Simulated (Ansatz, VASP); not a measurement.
## Two plane-wave programs on Fe

```
Fe
1.0
    -1.46821    1.46821    1.46821
     1.46821   -1.46821    1.46821
     1.46821    1.46821   -1.46821
Fe
1
Direct
  0.00000 0.00000 0.00000
```

Alike in both runs: task single point; functional RPBE; k mesh 11 × 11 × 11; occupations fermi-dirac, width 0.2 eV; collinear spin.

|  | VASP | Ansatz |
| --- | --- | --- |
| version | VASP 6.6.1 | Ansatz 0.2.0 |
| potentials or method | VASP PAW PBE potentials, release 64 (Fe) | plane waves, norm-conserving potentials |
| plane-wave cutoff (eV) | 600 | 1225 |
| valence electrons in the cell | 8 | 16 |

VASP gave:

| Quantity | Value |
| --- | --- |
| net moment per atom (μB) | 2.48 |
| size of the moment on the site where the two differ most (μB) | 2.50 |

Task: Estimate Ansatz's values.

Result: net moment per atom (μB): 2.45; size of the moment on the site where the two differ most (μB): 2.53.

VASP's potentials were made for PBE, not for RPBE. Site moments also hang on the region over which each program counts them. VASP's potentials hold 8 valence electrons a cell and Ansatz's 16, so a difference there can come from the potentials and not from the codes. Ansatz's warnings: moment headroom below auto.
